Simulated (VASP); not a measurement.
# Al30Si (a cell with a defect) in VASP: single point with PBE+D3(BJ)

Aim: the single point of Al30Si (a cell with a defect) with PBE+D3(BJ).

Everything below comes from runs of VASP 6.6.1. Logs are shortened: lines on timing, memory, paths and dates and some standing lists are left out, and cuts for length are marked.

### 1 The cell of the first run

The cell holds a defect, 31 atoms: a = 8.100 Å, b = 8.100 Å, c = 8.100 Å, α = 90.00°, β = 90.00°, γ = 90.00°.

### 2 Single point, PBE+D3(BJ)

Contents of INCAR:

```
SYSTEM = Al30Si
ALGO = Normal
EDIFF = 1E-6
ENCUT = 520
GGA = PE
ISIF = 2
ISMEAR = 0
IVDW = 12
LASPH = .TRUE.
LCHARG = .TRUE.
LELF = .TRUE.
LREAL = Auto
LVHAR = .TRUE.
LWAVE = .FALSE.
NBANDS = 68
NELM = 80
PREC = Accurate
SIGMA = 0.15
```

Contents of KPOINTS:

```
k-points
0
G
  3 3 3
  0 0 0
```

Contents of POSCAR:

```
Al30Si
1.0
    8.1000000000      0.0000000000      0.0000000000
    0.0000000000      8.1000000000      0.0000000000
    0.0000000000      0.0000000000      8.1000000000
Al Si
30 1
Direct
    0.5028593827      0.0027929630      0.0032619753
    0.7499828395      0.2479140741      0.0028007407
   -0.0028937037      0.0027934568      0.0032619753
    0.2499825926      0.2513207407     -0.0006003704
    0.5001516049      0.5008724691      0.0007334568
    0.7499827160      0.7581444444      0.0083553086
    0.2499834568      0.0019229630      0.2487479012
    0.5027829630      0.2474488889      0.2478985185
    0.7499835802      0.5084932099      0.2580064198
    0.4893819753      0.0042383951      0.5040990123
    0.7499835802      0.2422081481      0.4924816049
    0.7499830864     -0.0073800000      0.7420714815
   -0.0001861728      0.5008722222      0.0007334568
    0.2499828395      0.7489798765     -0.0058793827
   -0.0028166667      0.2474480247      0.2478990123
    0.2499829630      0.4942593827      0.2488400000
    0.4896365432      0.7466901235      0.2465529630
    0.0105845679      0.0042379012      0.5040995062
    0.2499833333      0.2567211111      0.5017382716
    0.5028587654      0.5033986420      0.5026550617
    0.2499830864      0.0018767901      0.7565822222
    0.5002077778      0.2499893827      0.7498518519
    0.7499824691      0.5029400000      0.7477737037
    0.0103296296      0.7466911111      0.2465528395
   -0.0028924691      0.5033993827      0.5026553086
    0.2499832099      0.7488862963      0.5017840741
   -0.0002422222      0.2499901235      0.7498519753
    0.2499829630      0.4995381481      0.7511832099
    0.5027825926      0.7480371605      0.7473092593
   -0.0028172840      0.7480367901      0.7473093827
    0.7499844444     -0.1243180247      0.3755451852
```

Potentials or basis: VASP PAW PBE potentials, release 64 (Al, Si).

On the command line:

```
> cat potpaw_PBE.64/Al/POTCAR potpaw_PBE.64/Si/POTCAR > POTCAR
> mpirun -np 1 vasp_std > vasp.out
```

OUTCAR:

```text
SYSTEM = Al30Si
   EDIFF = 1E-6
   ENCUT = 520
   GGA = PE
   ISIF = 2
   ISMEAR = 0
   IVDW = 12
   LASPH = .TRUE.
   LREAL = Auto
   NELM = 80
   PREC = Accurate
 IVDW          = 12

 ion  position               nearest neighbor table
   1  0.503  0.003  0.003-   8 2.80   6 2.82   2 2.82   7 2.85  21 2.86  17 2.86  22 2.87   4 2.87
                            14 2.90  12 2.91  29 2.93
   2  0.750  0.248  0.003-   3 2.82   1 2.82   8 2.82  15 2.82  27 2.88  22 2.88  13 2.88   5 2.88
                            23 2.92   9 2.95  12 2.96
   3  0.997  0.003  0.003-  15 2.80   6 2.82   2 2.82   7 2.85  21 2.86  24 2.86  27 2.87   4 2.87
                            14 2.90  12 2.91  30 2.93
   4  0.250  0.251  0.999-  21 2.82  16 2.82  28 2.84   7 2.86  13 2.86   5 2.86  27 2.86  22 2.86
                            15 2.87   8 2.87   3 2.87   1 2.87
   5  0.500  0.501  0.001-  17 2.82  16 2.85  14 2.85  28 2.86   4 2.86   8 2.87  29 2.87  22 2.87
                             2 2.88  23 2.88   6 2.91   9 2.91
   6  0.750  0.758  0.008-   1 2.82   3 2.82  17 2.86  24 2.86   9 2.86  12 2.87   5 2.91  13 2.91
                            30 2.91  29 2.91  23 2.95  31 3.12
   7  0.250  0.002  0.249-  10 2.84  18 2.84  24 2.84  17 2.84  15 2.85   8 2.85   1 2.85   3 2.85
                             4 2.86  26 2.90  14 2.91  19 2.91
   8  0.503  0.247  0.248-   1 2.80  11 2.82   2 2.82   7 2.85  16 2.86  10 2.86   5 2.87   4 2.87
                            19 2.90   9 2.91  20 2.93
   9  0.750  0.508  0.258-  25 2.82  20 2.82  24 2.86  17 2.86   6 2.86  11 2.87  13 2.91   5 2.91
[... 30 lines left out ...]
                             3 2.86  25 2.86  18 2.95
  25  0.997  0.503  0.503-  30 2.80   9 2.82  23 2.82  26 2.85  19 2.86  24 2.86  27 2.87  28 2.87
                            16 2.90  11 2.91  15 2.93
  26  0.250  0.749  0.502-  18 2.84  10 2.84  17 2.84  24 2.84  29 2.85  30 2.85  25 2.85  20 2.85
                            28 2.86   7 2.90  16 2.91  21 2.91
  27  1.000  0.250  0.750-  18 2.82  21 2.85  19 2.85   4 2.86  28 2.86  25 2.87   3 2.87  13 2.87
                             2 2.88  23 2.88  11 2.91  12 2.91
  28  0.250  0.500  0.751-  19 2.82  14 2.82   4 2.84  26 2.86   5 2.86  13 2.86  27 2.86  22 2.86
                            29 2.87  30 2.87  25 2.87  20 2.87
  29  0.503  0.748  0.747-  20 2.80  12 2.82  23 2.82  26 2.85  14 2.86  10 2.86   5 2.87  28 2.87
                            21 2.90   6 2.91   1 2.93
  30  0.997  0.748  0.747-  25 2.80  12 2.82  23 2.82  26 2.85  14 2.86  18 2.86  13 2.87  28 2.87
                            21 2.90   6 2.91   3 2.93
  31  0.750  0.876  0.376-  18 2.57  10 2.57  24 2.57  17 2.57  11 3.12  12 3.12   9 3.12   6 3.12

  LATTYP: Found a simple cubic cell.
 ALAT       =     8.1000000000

  Lattice vectors:

 A1 = (   8.1000000000,   0.0000000000,   0.0000000000)
 A2 = (   0.0000000000,   8.1000000000,   0.0000000000)
 A3 = (   0.0000000000,   0.0000000000,   8.1000000000)

Analysis of symmetry for initial positions (statically):
=====================================================================
 Subroutine PRICEL returns:
 Original cell was already a primitive cell.

 Routine SETGRP: Setting up the symmetry group for a
 simple cubic supercell.

 Subroutine GETGRP returns: Found  4 space group operations
 (whereof  1 operations were pure point group operations)
 out of a pool of 48 trial point group operations.

The static configuration has the point symmetry C_1 .
 The point group associated with its full space group is C_2v.

Analysis of symmetry for dynamics (positions and initial velocities):
=====================================================================
 Subroutine PRICEL returns:
 Original cell was already a primitive cell.

 Routine SETGRP: Setting up the symmetry group for a
 simple cubic supercell.

 Subroutine GETGRP returns: Found  4 space group operations
 (whereof  1 operations were pure point group operations)
 out of a pool of 48 trial point group operations.

The dynamic configuration has the point symmetry C_1 .
 The point group associated with its full space group is C_2v.

 Subroutine INISYM returns: Found  4 space group operations
 (whereof  1 operations are pure point group operations),
 and found     1 'primitive' translations

----------------------------------------------------------------------------------------

                                     Primitive cell

  volume of cell :     531.4410

  direct lattice vectors                    reciprocal lattice vectors
     8.100000000  0.000000000  0.000000000     0.123456790  0.000000000  0.000000000
     0.000000000  8.100000000  0.000000000     0.000000000  0.123456790  0.000000000
     0.000000000  0.000000000  8.100000000     0.000000000  0.000000000  0.123456790

  length of vectors
[... 81 lines left out ...]
     0.000000000  0.041152263  0.000000000     0.000000000  0.333333333  0.000000000
     0.000000000  0.000000000  0.041152263     0.000000000  0.000000000  0.333333333

  Length of vectors
     0.041152263  0.041152263  0.041152263

  Shift w.r.t. Gamma in fractional coordinates (k-lattice)
     0.000000000  0.000000000  0.000000000

 Subroutine IBZKPT returns following result:
 ===========================================

 Found      8 irreducible k-points:

 Following reciprocal coordinates:
            Coordinates               Weight
  0.000000  0.000000  0.000000      1.000000
  0.333333  0.000000  0.000000      2.000000
  0.000000  0.333333  0.000000      4.000000
  0.333333  0.333333  0.000000      8.000000
  0.000000  0.333333  0.333333      2.000000
  0.000000 -0.333333  0.333333      2.000000
  0.333333  0.333333  0.333333      4.000000
 -0.333333 -0.333333  0.333333      4.000000
   k-points           NKPTS =      8   k-points in BZ     NKDIM =      8   number of bands    NBANDS=     68
   number of dos      NEDOS =    301   number of ions     NIONS =     31
   total plane-waves  NPLWV = 216000
   dimension x,y,z NGX =    60 NGY =   60 NGZ =   60
   dimension x,y,z NGXF=   120 NGYF=  120 NGZF=  120
   ions per type =              30   1
   NGX,Y,Z   is equivalent  to a cutoff of  12.31, 12.31, 12.31 a.u.
   NGXF,Y,Z  is equivalent  to a cutoff of  24.63, 24.63, 24.63 a.u.
 SYSTEM =  Al30Si
   PREC   = accura    normal or accurate (medium, high low for compatibility)
   ISTART =      0    job   : 0-new  1-cont  2-samecut
   ICHARG =      2    charge: 1-file 2-atom 10-const
   ISPIN  =      1    spin polarized calculation?
   LNONCOLLINEAR =      F non collinear calculations
   LSORBIT =      F    spin-orbit coupling
   LASPH  =      T    aspherical Exc in radial PAW
   ENCUT  =  520.0 eV  38.22 Ry    6.18 a.u.  15.06 15.06 15.06*2*pi/ulx,y,z
   NELM   =     80;   NELMIN=  2; NELMDL= -5     # of ELM steps
   EDIFF  = 0.1E-05   stopping-criterion for ELM
   LREAL  =      T    real-space projection
   EDIFFG = 0.1E-04   stopping-criterion for IOM
   NSW    =      0    number of steps for IOM
   IBRION =     -1    ionic relax: 0-MD 1-quasi-New 2-CG
   NFREE  =      0    steps in history (QN), initial steepest desc. (CG)
   ISIF   =      2    stress and relaxation
   ISYM   =      2    0-nonsym 1-usesym 2-fastsym
   POTIM  = 0.5000    time-step for ionic-motion
   TEBEG  =    0.0;   TEEND  =   0.0 temperature during run
   PSTRESS=    0.0 pullay stress
   NELECT =      94.0000    total number of electrons
   NUPDOWN=      -1.0000    fix difference up-down
   EMIN   =  10.00;   EMAX   =-10.00  energy-range for DOS
   EFERMI =   0.00;   METHOD = LEGACY
   ISMEAR =     0;   SIGMA  =   0.15  broadening in eV -4-tet -1-fermi 0-gaus
   EFERMI_NEDOS =   21; number of points for ismear=-14 and -15
   IALGO  =     38    algorithm
   IMIX   =      4    mixing-type and parameters
     AMIX     =   0.40;   BMIX     =  1.00
     AMIX_MAG =   1.60;   BMIX_MAG =  1.00
  volume/ion in A,a.u.               =      17.14       115.69
  Fermi-wavevector in a.u.,A,eV,Ry     =   0.918965  1.736593 11.490081  0.844497
  Thomas-Fermi vector in A             =   2.044106
   LORBIT       =      0    0 simple, 1 ext, 2 COOP (PROOUT), +10 PAW based schemes
   GGA     = PE    functional components
   LHFCALC =     F    Hartree Fock is set to
   AEXX    =    0.0000 exact exchange contribution
   IVDW    =    12    specifies the selected vdW correction
   LEPSILON=     F    determine dielectric tensor
   LRPA    =     F    only Hartree local field effects (RPA)
 non-spin polarized calculation
 Gauss-broadening in eV      SIGMA  =   0.15
  energy-cutoff  :      520.00
  volume of cell :      531.44
 maximum number of plane-waves:     14358
   NGX = 31   NGY = 31   NGZ = 31

 number of electron      94.0000001 magnetization

 Free energy of the ion-electron system (eV)
  ---------------------------------------------------
  ext. energy  EPLUGINS =         0.00000000
  ---------------------------------------------------
  free energy    TOTEN  =      -116.73863557 eV

  energy without entropy =     -116.56945311  energy(sigma->0) =     -116.65404434

 E-fermi :   7.4402     XC(G=0): -10.0487

 val. band max:        7.4137236178   @ k =  -0.3333  -0.3333   0.3333
 cond. band min:       7.4402647936   @ k =   0.3333   0.3333   0.3333
 fundamental gap:      0.0265411758
 Fermi energy:         7.4402039096

 k-point     1 :       0.0000    0.0000    0.0000
  band No.  band energies     occupation
      1      -3.4236      2.00000
      2      -1.6182      2.00000
      3      -1.2743      2.00000
      4      -1.1711      2.00000
      5      -1.1422      2.00000
      6      -1.1345      2.00000
[... 485 lines left out ...]
     58       9.5066      0.00000
     59       9.5243      0.00000
 [bands above 59 left out]

------------------------ aborting loop because EDIFF is reached ----------------------------------------

 Edisp (eV)  -10.06478

 E8    (eV) :    -4.4887

  FORCE on cell =-STRESS in cart. coord.  units (eV):
  Direction    XX          YY          ZZ          XY          YZ          ZX
  --------------------------------------------------------------------------------------
  -------------------------------------------------------------------------------------
  Total     -14.04211   -14.08410   -14.08410     0.00000     0.62171     0.00000
  in kB     -42.33387   -42.46044   -42.46044     0.00000     1.87432     0.00000
  external pressure =      -42.42 kB  Pullay stress =        0.00 kB

 VOLUME and BASIS-vectors are now :
 -----------------------------------------------------------------------------
  energy-cutoff  :      520.00
  volume of cell :      531.44
      direct lattice vectors                 reciprocal lattice vectors
     8.100000000  0.000000000  0.000000000     0.123456790  0.000000000  0.000000000
     0.000000000  8.100000000  0.000000000     0.000000000  0.123456790  0.000000000
     0.000000000  0.000000000  8.100000000     0.000000000  0.000000000  0.123456790

 POSITION                                       TOTAL-FORCE (eV/Angst)
 -----------------------------------------------------------------------------------
      4.07316      0.02262      0.02642         0.000324     -0.000008     -0.000629
      6.07486      2.00810      0.02269         0.000000     -0.004359      0.002975
      8.07656      0.02263      0.02642        -0.000324     -0.000008     -0.000629
      2.02486      2.03570      8.09514         0.000000      0.006920     -0.003439
      4.05123      4.05707      0.00594         0.001171      0.004621      0.004621
      6.07486      6.14097      0.06768         0.000000      0.001195      0.000340
[... 23 lines left out ...]
      8.07718      6.05910      6.05321        -0.001914     -0.001497     -0.001258
      6.07487      7.09302      3.04192         0.000000      0.003229      0.003229
 -----------------------------------------------------------------------------------
    total drift:                               -0.007698      0.007537     -0.000307

  FREE ENERGIE OF THE ION-ELECTRON SYSTEM (eV)
  ---------------------------------------------------
  free  energy   TOTEN  =      -126.8034134394 eV

  energy  without entropy=     -126.6342309749  energy(sigma->0) =     -126.71882221
```

Run time: 2.9 min. Hardware: 1 thread of Intel Xeon 6975P-C (Granite Rapids), shared host; peak memory 0.56 GiB.

Results:

```yaml
Free_energy: -126.8034 eV
Pressure: -4.2 GPa
Largest_force: 0.008 eV/Å
Band_gap_on_the_k_mesh: zero (bands 47 and 48 overlap by 0.47 eV)
Dispersion_energy_per_atom: -0.325 eV
```

Forces in eV/Å, atoms in the order of the input:
```
Al   0.000  0.000 -0.001
Al   0.000 -0.004  0.003
Al   0.000  0.000 -0.001
Al   0.000  0.007 -0.003
Al   0.001  0.005  0.005
Al   0.000  0.001  0.000
Al   0.000  0.004 -0.003
Al   0.002 -0.001 -0.001
Al   0.000  0.000  0.001
Al   0.000 -0.003 -0.003
Al   0.000 -0.001 -0.003
Al   0.000 -0.003 -0.001
Al  -0.001  0.005  0.005
Al   0.000 -0.002  0.000
Al  -0.002 -0.001 -0.001
Al   0.000  0.000 -0.002
Al  -0.001  0.002  0.002
Al   0.000 -0.003 -0.003
Al   0.000 -0.001 -0.001
Al   0.000 -0.001  0.000
Al   0.000 -0.001 -0.001
Al  -0.002  0.001  0.001
Al   0.000  0.003 -0.004
Al   0.001  0.002  0.002
Al   0.000 -0.001  0.000
Al   0.000 -0.003  0.004
Al   0.002  0.001  0.001
Al   0.000 -0.003  0.007
Al   0.002 -0.001 -0.001
Al  -0.002 -0.001 -0.001
Si   0.000  0.003  0.003
```

Stress tensor (GPa, compression positive):
```
-4.23  0.00  0.00
 0.00 -4.25  0.19
 0.00  0.19 -4.25
```
